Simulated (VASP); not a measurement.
# CdS (F-43m) in VASP: vibrations by perturbation theory with PBE

Aim: the vibrations by perturbation theory of CdS with PBE.

All numbers are computed with VASP 6.6.1; they aren't measurements. Logs are shortened: lines on timing, memory, paths and dates and some standing lists are left out, and cuts for length are marked.

### Step 1. The cell of the first run

Symmetry: F-43m, No. 216, cubic system. Conventional cell: a = 5.930 Å, b = 5.930 Å, c = 5.930 Å, α = 90.00°, β = 90.00°, γ = 90.00°. Cd (site symmetry -43m) has 4 S at 2.57 Å within 3.4 Å. S (site symmetry -43m) has 4 Cd at 2.57 Å within 3.4 Å.

### Step 2. Vibrations by perturbation theory, PBE

File INCAR:

```
SYSTEM = CdS
PREC     = Accurate       ! precision mode
ENCUT    = 500            ! plane-wave cutoff, eV
EDIFF    = 1E-8           ! SCF threshold, eV
ISMEAR   = 0              ! smearing method
SIGMA    = 0.01           ! smearing width, eV
LREAL    = .False.        ! projectors in reciprocal space
LASPH    = .True.         ! aspherical terms in the spheres
NELM     = 120            ! most SCF steps
ALGO     = Normal         ! electronic algorithm
ISIF     = 2              ! what is computed and relaxed
LWAVE    = .False.        ! write WAVECAR
LCHARG   = .False.        ! write CHGCAR
GGA      = PE             ! functional
IBRION   = 8              ! ionic algorithm
NSW      = 1              ! ionic steps
GGA_COMPAT= .False.
```

File KPOINTS:

```
regular mesh
0
Gamma
  3 3 3
  0 0 0
```

File POSCAR:

```
CdS
1.0
    0.0000000000      2.9650000000      2.9650000000
    2.9650000000      0.0000000000      2.9650000000
    2.9650000000      2.9650000000      0.0000000000
Cd S
1 1
Direct
    0.0000000000      0.0000000000      0.0000000000
    0.2500000000      0.2500000000      0.2500000000
```

Potentials or basis: VASP PAW PBE potentials, release 64 (Cd, S).

The run is started by

```
> cat potpaw_PBE.64/Cd/POTCAR potpaw_PBE.64/S/POTCAR > POTCAR
> mpirun -np 1 vasp_std > vasp.out
```

OUTCAR:

```text
SYSTEM = CdS
   PREC = Accurate
   ENCUT = 500
   EDIFF = 1E-8
   ISMEAR = 0
   LREAL = .False.
   LASPH = .True.
   NELM = 120
   ISIF = 2
   GGA = PE
   IBRION = 8
   NSW = 1

 ion  position               nearest neighbor table
   1  0.000  0.000  0.000-   2 2.57   2 2.57   2 2.57   2 2.57
   2  0.250  0.250  0.250-   1 2.57   1 2.57   1 2.57   1 2.57

  LATTYP: Found a face centered cubic cell.
 ALAT       =     5.9300000000

  Lattice vectors:

 A1 = (   0.0000000000,   2.9650000000,   2.9650000000)
 A2 = (   2.9650000000,   0.0000000000,   2.9650000000)
 A3 = (   2.9650000000,   2.9650000000,   0.0000000000)

Analysis of symmetry for initial positions (statically):
[... 5 lines left out ...]
 face centered cubic supercell.

 Subroutine GETGRP returns: Found 24 space group operations
 (whereof 24 operations were pure point group operations)
 out of a pool of 48 trial point group operations.

The static configuration has the point symmetry T_d .

Analysis of symmetry for dynamics (positions and initial velocities):
[... 5 lines left out ...]
 face centered cubic supercell.

 Subroutine GETGRP returns: Found 24 space group operations
 (whereof 24 operations were pure point group operations)
 out of a pool of 48 trial point group operations.

The dynamic configuration has the point symmetry T_d .

 Subroutine INISYM returns: Found 24 space group operations
 (whereof 24 operations are pure point group operations),
 and found     1 'primitive' translations

----------------------------------------------------------------------------------------

                                     Primitive cell

  volume of cell :      52.1320

  direct lattice vectors                    reciprocal lattice vectors
     0.000000000  2.965000000  2.965000000    -0.168634064  0.168634064  0.168634064
     2.965000000  0.000000000  2.965000000     0.168634064 -0.168634064  0.168634064
     2.965000000  2.965000000  0.000000000     0.168634064  0.168634064 -0.168634064
[... 192 lines left out ...]
  in kB        8.1159008      8.1159008      8.1159008      0.0000000      0.0000000      0.0000000
  external PRESSURE =       8.1159008 kB  Pullay stress =       0.0000000 kB

 VOLUME and BASIS-vectors are now :
 -----------------------------------------------------------------------------
  energy-cutoff  :      500.00
  volume of cell :       52.13
      direct lattice vectors                 reciprocal lattice vectors
     0.000000000  2.965000000  2.965000000    -0.168634064  0.168634064  0.168634064
     2.965000000  0.000000000  2.965000000     0.168634064 -0.168634064  0.168634064
     2.965000000  2.965000000  0.000000000     0.168634064  0.168634064 -0.168634064

 POSITION                                       TOTAL-FORCE (eV/Angst)
 -----------------------------------------------------------------------------------
      0.00000      0.00000      0.00000         0.000000      0.000000      0.000000
      1.48250      1.48250      1.48250        -0.000000     -0.000000     -0.000000
 -----------------------------------------------------------------------------------
    total drift:                               -0.000000     -0.000000      0.000000

  FREE ENERGIE OF THE ION-ELECTRON SYSTEM (eV)
  ---------------------------------------------------
  free  energy   TOTEN  =        -5.9987518957 eV

  energy  without entropy=       -5.9987518957  energy(sigma->0) =       -5.99875190

[... ionic steps 2 to 3 ...]

--------------------------------------- Ionic step        4  -------------------------------------------

------------------------ aborting loop because EDIFF is reached ----------------------------------------

[... ionic steps 5 to 6 ...]

--------------------------------------- Ionic step        7  -------------------------------------------

 Free energy of the ion-electron system (eV)
  ---------------------------------------------------
  ---------------------------------------------------
  free energy    TOTEN  =        -0.10853147 eV

  energy without entropy =       -0.10853147

------------------------ aborting loop because EDIFF is reached ----------------------------------------

 INTERNAL STRAIN TENSOR  FOR ION    2  DIRECTION 1   (eV/Angst):
 -----------------------------------------------------------------------------
     0.00873 -0.00000  0.00000
     0.00000 -0.00076 -5.08196
     0.00000 -5.08196 -0.00076

 INTERNAL STRAIN TENSOR FOR ION    2 for displacements in x,y,z  (eV/Angst):
          X           Y           Z          XY          YZ          ZX
  --------------------------------------------------------------------------------
  x     0.00000    -0.00000    -0.00000     0.00000    -5.08196     0.00000
  y    -0.00000    -0.00000    -0.00000     0.00000     0.00000    -5.08196
  z    -0.00000    -0.00000     0.00000    -5.08196     0.00000     0.00000

 SECOND DERIVATIVES (NOT SYMMETRIZED)
 ------------------------------------
               1X          1Y          1Z          2X          2Y          2Z
  1X    -4.372484    0.000000    0.000000    4.372484    0.000000    0.000000
  1Y     0.000000   -4.372484    0.000000    0.000000    4.372484    0.000000
  1Z     0.000000    0.000000   -4.372484    0.000000    0.000000    4.372484
  2X     4.362967    0.000000    0.000000   -4.362967    0.000000    0.000000
  2Y     0.000000    4.362967    0.000000    0.000000   -4.362967    0.000000
  2Z     0.000000    0.000000    4.362967    0.000000    0.000000   -4.362967

 Eigenvectors and eigenvalues of the dynamical matrix
 ----------------------------------------------------

   1 f  =    6.539121 THz    41.086511 2PiTHz  218.121611 cm-1    27.043621 meV
             X         Y         Z           dx          dy          dz
      0.000000  0.000000  0.000000     0.000000    0.471510    0.000000
      1.482500  1.482500  1.482500     0.000000   -0.881861    0.000000
[... 21 lines left out ...]
   6 f/i=    0.002962 THz     0.018613 2PiTHz    0.098813 cm-1     0.012251 meV
             X         Y         Z           dx          dy          dz
      0.000000  0.000000  0.000000     0.000000    0.000000    0.881861
      1.482500  1.482500  1.482500     0.000000    0.000000    0.471510

--------------------------------------------------------------------------------------------------------

 ELASTIC MODULI CONTR FROM IONIC RELAXATION (kBar)
 Direction    XX          YY          ZZ          XY          YZ          ZX
 --------------------------------------------------------------------------------
 XX          -0.0000     -0.0000      0.0000     -0.0000      0.0000     -0.0000
 YY          -0.0000     -0.0000     -0.0000     -0.0000     -0.0000     -0.0000
 ZZ           0.0000     -0.0000     -0.0000      0.0000     -0.0000     -0.0000
 XY          -0.0000     -0.0000      0.0000   -185.6079      0.0000      0.0000
 YZ           0.0000     -0.0000     -0.0000      0.0000   -185.6079      0.0000
 ZX          -0.0000     -0.0000     -0.0000      0.0000      0.0000   -185.6079
 --------------------------------------------------------------------------------
```

OSZICAR:

```text
N       E                     dE             d eps       ncg     rms          rms(c)
DAV:   1     0.110003208250E+03    0.11000E+03   -0.91515E+03   104   0.122E+03
DAV:   2    -0.193243896079E+01   -0.11194E+03   -0.10798E+03   124   0.296E+02
DAV:   3    -0.657479211456E+01   -0.46424E+01   -0.46364E+01   119   0.626E+01
[... 42 lines left out ...]
RMM:   9    -0.108530699267E+00    0.12079E-05   -0.31781E-08   328   0.323E-04    0.809E-05
RMM:  10    -0.108531501112E+00   -0.80184E-06   -0.64366E-08   332   0.110E-04    0.531E-05
RMM:  11    -0.108531474892E+00    0.26220E-07   -0.76633E-08   335   0.352E-05    0.397E-06
RMM:  12    -0.108531454900E+00    0.19992E-07   -0.60007E-08   285   0.505E-06    0.344E-06
RMM:  13    -0.108531473479E+00   -0.18579E-07   -0.44283E-08   278   0.305E-06    0.592E-07
RMM:  14    -0.108531472402E+00    0.10771E-08   -0.24320E-08   209   0.109E-06    0.192E-07
 Linear response finished
```

stdout:

```text
POSCAR found type information on POSCAR CdS
 POSCAR found :  2 types and       2 ions
 scaLAPACK will be used
 LDA part: xc-table for (Slater+PW92), standard interpolation
 POSCAR, INCAR and KPOINTS ok, starting setup
 FFT: planning ... GRIDC
 FFT: planning ... GRID_SOFT
 FFT: planning ... GRID
 WAVECAR not read
 entering main loop
 Linear response reoptimize wavefunctions to high precision
 Linear response DOF=           2
 Linear response progress:
 first order change of Fermi-energy  -0.23618E+00
 force on displaced ion       1 direction 1 :  -4.372   0.000   0.000
 Linear response progress:
 first order change of Fermi-energy   0.23645E+00
 force on displaced ion       2 direction 1 :  -4.363   0.000   0.000
 Linear response finished
```

Run time: 69 s. Hardware: 1 thread of AMD EPYC 7R43 (Zen 3), shared host; peak memory 0.17 GiB.

Results:

| Item | Value |
| --- | --- |
| Highest phonon frequency at Γ, LO-TO splitting left out | 218 cm⁻¹ |

Phonon frequencies in cm⁻¹ (negative: imaginary):
| q point | frequencies |
| --- | --- |
| (0.000, 0.000, 0.000) | 0 0 0 218 218 218 |

Caveat: the k points lie up to 0.61 Å⁻¹ apart.
